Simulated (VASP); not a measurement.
# MgS (lda) (I-4m2) in VASP: a series of runs

MgS (lda) is run at these levels: LDA; tasks: single point, relaxation of the atoms.

All numbers are computed with VASP 6.6.1; they aren't measurements. Logs are shortened: lines on timing, memory, paths and dates and some standing lists are left out, and cuts for length are marked.

## Step 1: The cell of the first run

Symmetry: I-4m2, No. 119, tetragonal system. Conventional cell: a = 3.995 Å, b = 3.995 Å, c = 5.510 Å, α = 90.00°, β = 90.00°, γ = 90.00°. Within 3.2 Å of Mg (site symmetry -4m2) lie 4 S at 2.43 Å. S (site symmetry -4m2) has 4 Mg at 2.43 Å within 3.2 Å.

## Step 2: Single point, LDA

Input file INCAR:

```
SYSTEM = MgS
PREC = Accurate
ENCUT = 600
EDIFF = 1E-6
ISMEAR = 0
SIGMA = 0.01
LREAL = .FALSE.
LASPH = .TRUE.
NELM = 120
ALGO = Normal
ISIF = 2
LWAVE = .FALSE.
LCHARG = .FALSE.
NBANDS = 11
GGA_COMPAT = .FALSE.
```

Input file KPOINTS:

```
Automatic mesh
0
G
  6 6 6
  0 0 0
```

Input file POSCAR:

```
MgS
1.0
    0.0000000000      2.8248987398      2.7550644647
    2.8248987398      0.0000000000      2.7550644647
    2.8248987398      2.8248987398      0.0000000000
Mg S
1 1
Direct
    0.0000000000      0.0000000000      0.0000000000
    0.2500000000      0.2500000000      0.2500000000
```

Potentials or basis: VASP PAW LDA potentials, release 64 (Mg, S).

Launch:

```console
cat potpaw_LDA.64/Mg/POTCAR potpaw_LDA.64/S/POTCAR > POTCAR
mpirun -np 1 vasp_std > vasp.out
```

OUTCAR:

```text
SYSTEM = MgS
   PREC = Accurate
   ENCUT = 600
   EDIFF = 1E-6
   ISMEAR = 0
   LREAL = .FALSE.
   LASPH = .TRUE.
   NELM = 120
   ISIF = 2

 ion  position               nearest neighbor table
   1  0.000  0.000  0.000-   2 2.43   2 2.43   2 2.43   2 2.43
   2  0.250  0.250  0.250-   1 2.43   1 2.43   1 2.43   1 2.43

  LATTYP: Found a body centered tetragonal cell.
 ALAT       =     3.9950101102
 C/A-ratio  =     1.3792528123

  Lattice vectors:

 A1 = (   0.0000000000,  -2.8248987398,  -2.7550644647)
 A2 = (   0.0000000000,   2.8248987398,  -2.7550644647)
 A3 = (   2.8248987398,   0.0000000000,   2.7550644647)

Analysis of symmetry for initial positions (statically):
=====================================================================
 Subroutine PRICEL returns:
 Original cell was already a primitive cell.

 Routine SETGRP: Setting up the symmetry group for a
 body centered tetragonal supercell.

 Subroutine GETGRP returns: Found  8 space group operations
 (whereof  8 operations were pure point group operations)
 out of a pool of 16 trial point group operations.

The static configuration has the point symmetry D_2d.

Analysis of symmetry for dynamics (positions and initial velocities):
=====================================================================
 Subroutine PRICEL returns:
 Original cell was already a primitive cell.

 Routine SETGRP: Setting up the symmetry group for a
 body centered tetragonal supercell.

 Subroutine GETGRP returns: Found  8 space group operations
 (whereof  8 operations were pure point group operations)
 out of a pool of 16 trial point group operations.

The dynamic configuration has the point symmetry D_2d.

 Subroutine INISYM returns: Found  8 space group operations
 (whereof  8 operations are pure point group operations),
 and found     1 'primitive' translations

----------------------------------------------------------------------------------------

                                     Primitive cell

  volume of cell :      43.9711

  direct lattice vectors                    reciprocal lattice vectors
     0.000000000  2.824898740  2.755064465    -0.176997495  0.176997495  0.181483957
     2.824898740  0.000000000  2.755064465     0.176997495 -0.176997495  0.181483957
     2.824898740  2.824898740  0.000000000     0.176997495  0.176997495 -0.181483957

  length of vectors
     3.945938810  3.945938810  3.995010110     0.309180615  0.309180615  0.309180615

  position of ions in fractional coordinates (direct lattice)
     0.000000000  0.000000000  0.000000000
     0.250000000  0.250000000  0.250000000

[... 85 lines left out ...]
   TEBEG  =    0.0;   TEEND  =   0.0 temperature during run
   PSTRESS=    0.0 pullay stress
   NELECT =       8.0000    total number of electrons
   NUPDOWN=      -1.0000    fix difference up-down
   EMIN   =  10.00;   EMAX   =-10.00  energy-range for DOS
   EFERMI =   0.00;   METHOD = LEGACY
   ISMEAR =     0;   SIGMA  =   0.01  broadening in eV -4-tet -1-fermi 0-gaus
   EFERMI_NEDOS =   21; number of points for ismear=-14 and -15
   IALGO  =     38    algorithm
   IMIX   =      4    mixing-type and parameters
     AMIX     =   0.40;   BMIX     =  1.00
     AMIX_MAG =   1.60;   BMIX_MAG =  1.00
  volume/ion in A,a.u.               =      21.99       148.37
  Fermi-wavevector in a.u.,A,eV,Ry     =   0.927646  1.752997 11.708184  0.860527
  Thomas-Fermi vector in A             =   2.053738
   LORBIT       =      0    0 simple, 1 ext, 2 COOP (PROOUT), +10 PAW based schemes
   GGA     = CA    functional components
   LHFCALC =     F    Hartree Fock is set to
   AEXX    =    0.0000 exact exchange contribution
   IVDW    =     0    specifies the selected vdW correction
   LEPSILON=     F    determine dielectric tensor
   LRPA    =     F    only Hartree local field effects (RPA)
 non-spin polarized calculation
 Gauss-broadening in eV      SIGMA  =   0.01
  energy-cutoff  :      600.00
  volume of cell :       43.97
 maximum number of plane-waves:      1488
   NGX = 15   NGY = 15   NGZ = 15

 number of electron       7.9999999 magnetization

 Free energy of the ion-electron system (eV)
  ---------------------------------------------------
  ext. energy  EPLUGINS =         0.00000000
  ---------------------------------------------------
  free energy    TOTEN  =        -9.39155771 eV

  energy without entropy =       -9.39155771  energy(sigma->0) =       -9.39155771

 E-fermi :   1.2011     XC(G=0):  -8.8815

 val. band max:        1.1392994117   @ k =   0.0000   0.0000   0.0000
 cond. band min:       4.4465318032   @ k =   0.0000   0.0000   0.0000
 fundamental gap:      3.3072323915
 Fermi energy:         1.2010756517

 k-point     1 :       0.0000    0.0000    0.0000
  band No.  band energies     occupation
      1     -10.2475      2.00000
      2       1.0766      2.00000
      3       1.0766      2.00000
      4       1.1393      2.00000
      5       4.4465      0.00000
      6       8.9384      0.00000
      7       8.9384      0.00000
      8       8.9614      0.00000
      9      11.6897      0.00000
     10      12.1045      0.00000
     11      14.7138      0.00000
[... 309 lines left out ...]
 k-point    24 :       0.5000    0.0000    0.3333
  band No.  band energies     occupation
      1      -9.3309      2.00000
      2      -1.6943      2.00000
      3      -0.3564      2.00000
      4       0.2046      2.00000
      5       5.4962      0.00000
      6       7.4261      0.00000
      7      10.4788      0.00000
      8      11.5030      0.00000
      9      12.8463      0.00000
     10      14.6704      0.00000
     11      15.7004      0.00000

 [... further k-points ...]

------------------------ aborting loop because EDIFF is reached ----------------------------------------

  FORCE on cell =-STRESS in cart. coord.  units (eV):
  Direction    XX          YY          ZZ          XY          YZ          ZX
  --------------------------------------------------------------------------------------
  -------------------------------------------------------------------------------------
  Total       -0.2144624     -0.2144624     -0.0904741      0.0000000      0.0000000      0.0000000
  in kB       -7.8143729     -7.8143729     -3.2966069      0.0000000      0.0000000      0.0000000
  external PRESSURE =      -6.3084509 kB  Pullay stress =       0.0000000 kB

 VOLUME and BASIS-vectors are now :
 -----------------------------------------------------------------------------
  energy-cutoff  :      600.00
  volume of cell :       43.97
      direct lattice vectors                 reciprocal lattice vectors
     0.000000000  2.824898740  2.755064465    -0.176997495  0.176997495  0.181483957
     2.824898740  0.000000000  2.755064465     0.176997495 -0.176997495  0.181483957
     2.824898740  2.824898740  0.000000000     0.176997495  0.176997495 -0.181483957

 POSITION                                       TOTAL-FORCE (eV/Angst)
 -----------------------------------------------------------------------------------
      0.00000      0.00000      0.00000        -0.000000     -0.000000      0.000000
      1.41245      1.41245      1.37753         0.000000      0.000000     -0.000000
 -----------------------------------------------------------------------------------
    total drift:                                0.000000      0.000000     -0.000000

  FREE ENERGIE OF THE ION-ELECTRON SYSTEM (eV)
  ---------------------------------------------------
  free  energy   TOTEN  =        -9.3915577114 eV

  energy  without entropy=       -9.3915577114  energy(sigma->0) =       -9.39155771
```

stdout:

```text
POSCAR found type information on POSCAR MgS
 POSCAR found :  2 types and       2 ions
 scaLAPACK will be used
 LDA part: xc-table for (Slater(with rela. corr.)+CA(PZ))
 , standard interpolation
 POSCAR, INCAR and KPOINTS ok, starting setup
 FFT: planning ... GRIDC
 FFT: planning ... GRID_SOFT
 FFT: planning ... GRID
 WAVECAR not read
 entering main loop
```

Wall time 18 s (1 thread of Intel Xeon 8259CL, shared host); peak memory 0.16 GiB.

Results:

```
Free energy            : -9.3916 eV
Pressure               : -0.6 GPa
Band gap on the k mesh : 3.31 eV, direct
```

Stress tensor (GPa, compression positive):
```
-0.78  0.00  0.00
 0.00 -0.78  0.00
 0.00  0.00 -0.33
```

Levels at points of the mesh, in eV from the valence-band top:
| k point | band 2 | band 3 | band 4 | band 5 | band 6 | band 7 |
| --- | --- | --- | --- | --- | --- | --- |
| (0.00, 0.00, 0.00) | -0.06 | -0.06 | 0.00 | 3.31 | 7.80 | 7.80 |
| (0.50, 0.00, 0.00) | -3.36 | -0.45 | -0.32 | 4.93 | 7.34 | 7.60 |
| (0.50, 0.50, 0.00) | -2.94 | -1.22 | -1.22 | 3.55 | 5.30 | 11.34 |
| (0.50, 0.00, 0.50) | -3.06 | -1.10 | -1.09 | 3.61 | 5.49 | 11.04 |

## Step 3: Single point, LDA

Input file INCAR:

```
ALGO = Normal ; EDIFF = 1E-6
ENCUT = 600 ; GGA = CA
GGA_COMPAT = False ; ISIF = 2
ISMEAR = 0 ; LASPH = True
LCHARG = True ; LELF = True
LREAL = False ; LVHAR = True
LWAVE = False ; NBANDS = 11
NELM = 120 ; PREC = Accurate
SIGMA = 0.01
```

Input file KPOINTS:

```
k-points
0
Gamma
  6 6 6
```

POSCAR is that of step 2.

Potentials or basis: VASP PAW LDA potentials, release 64 (Mg, S).

Launch:

```console
cat potpaw_LDA.64/Mg/POTCAR potpaw_LDA.64/S/POTCAR > POTCAR
mpirun -np 1 vasp_std > vasp.out
```

It took 21 s on 1 thread of Intel Xeon 8259CL, shared host; peak memory 0.16 GiB.

It converged, with:

| Quantity | Value |
| --- | --- |
| Free energy | -9.3916 eV |
| Pressure | -0.6 GPa |
| Band gap on the k mesh | 3.31 eV, direct |

Stress tensor (GPa, compression positive):
```
-0.78  0.00  0.00
 0.00 -0.78  0.00
 0.00  0.00 -0.33
```

Levels at points of the mesh, in eV from the valence-band top:
| k point | band 1 | band 2 | band 3 | band 4 | band 5 | band 6 | band 7 | band 8 |
| --- | --- | --- | --- | --- | --- | --- | --- | --- |
| (0.00, 0.00, 0.00) | -11.39 | -0.06 | -0.06 | 0.00 | 3.31 | 7.80 | 7.80 | 7.82 |
| (0.50, 0.00, 0.00) | -10.64 | -3.36 | -0.45 | -0.32 | 4.93 | 7.34 | 7.60 | 8.48 |
| (0.50, 0.50, 0.00) | -10.36 | -2.94 | -1.22 | -1.22 | 3.55 | 5.30 | 11.34 | 12.14 |
| (0.50, 0.00, 0.50) | -10.41 | -3.06 | -1.10 | -1.09 | 3.61 | 5.49 | 11.04 | 12.00 |

A k mesh can miss the band edges. Expect the measured gap to be larger: semilocal functionals such as LDA lack the derivative discontinuity.

## Step 4: Relaxation of the atoms, LDA (strained cell)

Input file INCAR:

```
  ALGO = Normal
  EDIFF = 1E-7
  EDIFFG = -0.002
  ENCUT = 520
  GGA = CA
  GGA_COMPAT = False
  IBRION = 2
  ISIF = 2
  ISMEAR = 0
  LASPH = True
  LCHARG = False
  LREAL = False
  LWAVE = False
  NELM = 120
  NELMIN = 4
  NSW = 60
  PREC = Accurate
  SIGMA = 0.02
```

KPOINTS is that of step 3.

Input file POSCAR:

```
MgS
1.0
    0.0000000000      2.8248987398      2.7801478687
    2.8248987398      0.0000000000      2.7801478687
    2.8248987398      2.8248987398      0.0000000000
Mg S
1 1
Direct
    0.0000000000      0.0000000000      0.0000000000
    0.2500000000      0.2500000000      0.2500000000
```

Potentials or basis: VASP PAW LDA potentials, release 64 (Mg, S).

Launch:

```console
cat potpaw_LDA.64/Mg/POTCAR potpaw_LDA.64/S/POTCAR > POTCAR
mpirun -np 1 vasp_std > vasp.out
```

OUTCAR:

```text
EDIFF = 1E-7
   EDIFFG = -0.002
   ENCUT = 520
   GGA = CA
   IBRION = 2
   ISIF = 2
   ISMEAR = 0
   LASPH = True
   LREAL = False
   NELM = 120
   NELMIN = 4
   NSW = 60
   PREC = Accurate

 ion  position               nearest neighbor table
   1  0.000  0.000  0.000-   2 2.43   2 2.43   2 2.43   2 2.43
   2  0.250  0.250  0.250-   1 2.43   1 2.43   1 2.43   1 2.43

  LATTYP: Found a body centered tetragonal cell.
 ALAT       =     3.9950101102
 C/A-ratio  =     1.3918101792

  Lattice vectors:

[... 444 lines left out ...]
      3      -0.4060      2.00000
      4       0.1398      2.00000
      5       5.4284      0.00000
      6       7.3242      0.00000
      7      10.3904      0.00000
      8      11.3908      0.00000

 [... further k-points ...]
[... 5 lines left out ...]
  --------------------------------------------------------------------------------------
  -------------------------------------------------------------------------------------
  Total       -0.3522782     -0.3522782     -0.2667863      0.0000000      0.0000000      0.0000000
  in kB      -12.7201618    -12.7201618     -9.6331972      0.0000000      0.0000000      0.0000000
  external PRESSURE =     -11.6911736 kB  Pullay stress =       0.0000000 kB

 VOLUME and BASIS-vectors are now :
 -----------------------------------------------------------------------------
  energy-cutoff  :      520.00
  volume of cell :       44.37
      direct lattice vectors                 reciprocal lattice vectors
     0.000000000  2.824898740  2.780147869    -0.176997495  0.176997495  0.179846549
     2.824898740  0.000000000  2.780147869     0.176997495 -0.176997495  0.179846549
     2.824898740  2.824898740  0.000000000     0.176997495  0.176997495 -0.179846549

 POSITION                                       TOTAL-FORCE (eV/Angst)
 -----------------------------------------------------------------------------------
      0.00000      0.00000      0.00000         0.000000      0.000000     -0.000000
      1.41245      1.41245      1.39007        -0.000000     -0.000000      0.000000
 -----------------------------------------------------------------------------------
    total drift:                               -0.000000     -0.000000     -0.000000

  FREE ENERGIE OF THE ION-ELECTRON SYSTEM (eV)
  ---------------------------------------------------
  free  energy   TOTEN  =        -9.3896803052 eV

  energy  without entropy=       -9.3896803052  energy(sigma->0) =       -9.38968031

 reached required accuracy - stopping structural energy minimisation
```

OSZICAR:

```text
N       E                     dE             d eps       ncg     rms          rms(c)
DAV:   1     0.254928334267E+02    0.25493E+02   -0.36851E+03   480   0.804E+02
DAV:   2    -0.856702535420E+01   -0.34060E+02   -0.33229E+02   656   0.106E+02
DAV:   3    -0.994091240657E+01   -0.13739E+01   -0.13739E+01   552   0.298E+01
DAV:   4    -0.994930629942E+01   -0.83939E-02   -0.83939E-02   808   0.277E+00
DAV:   5    -0.994931254360E+01   -0.62442E-05   -0.62442E-05   584   0.714E-02    0.408E+00
DAV:   6    -0.944748112157E+01    0.50183E+00   -0.14560E+00   480   0.562E+00    0.315E+00
DAV:   7    -0.939445885550E+01    0.53022E-01   -0.23742E-01   584   0.236E+00    0.224E+00
DAV:   8    -0.939008527210E+01    0.43736E-02   -0.10295E-02   600   0.846E-01    0.945E-01
DAV:   9    -0.938964542142E+01    0.43985E-03   -0.10612E-03   608   0.215E-01    0.326E-01
DAV:  10    -0.938967812233E+01   -0.32701E-04   -0.44330E-05   656   0.438E-02    0.803E-02
DAV:  11    -0.938968033464E+01   -0.22123E-05   -0.13426E-05   568   0.210E-02    0.358E-02
DAV:  12    -0.938968030516E+01    0.29477E-07   -0.65762E-07   648   0.470E-03
   1 F= -.93896803E+01 E0= -.93896803E+01  d E =-.938968E+01
```

Run time: 20 s. Hardware: 1 thread of Intel Xeon 8259CL, shared host; peak memory 0.15 GiB.

What came out:

```
Free energy             : -9.3897 eV
Pressure after relaxing : -1.2 GPa
Band gap on the k mesh  : 3.28 eV, direct
```

Stress tensor (GPa, compression positive):
```
-1.27  0.00  0.00
 0.00 -1.27  0.00
 0.00  0.00 -0.96
```

Final structure:
```yaml
crystal:
  lattice:
    - [0.00000, 2.82490, 2.78015]
    - [2.82490, 0.00000, 2.78015]
    - [2.82490, 2.82490, 0.00000]
  atoms:
    - { symbol: Mg, position: [0.00000, 0.00000, 0.00000] }
    - { symbol: S, position: [0.25000, 0.25000, 0.25000] }
```

Levels at points of the mesh, in eV from the valence-band top:
| k point | band 2 | band 3 | band 4 | band 5 | band 6 | band 7 |
| --- | --- | --- | --- | --- | --- | --- |
| (0.00, 0.00, 0.00) | -0.04 | -0.04 | 0.00 | 3.28 | 7.79 | 7.79 |
| (0.50, 0.00, 0.00) | -3.32 | -0.41 | -0.33 | 4.92 | 7.39 | 7.55 |
| (0.50, 0.50, 0.00) | -2.92 | -1.16 | -1.16 | 3.59 | 5.35 | 11.20 |
| (0.50, 0.00, 0.50) | -3.00 | -1.09 | -1.08 | 3.62 | 5.47 | 11.01 |

Caveat: the cell differs from its parent crystal (strained cell); the relaxation stopped at its first step, so nothing moved.
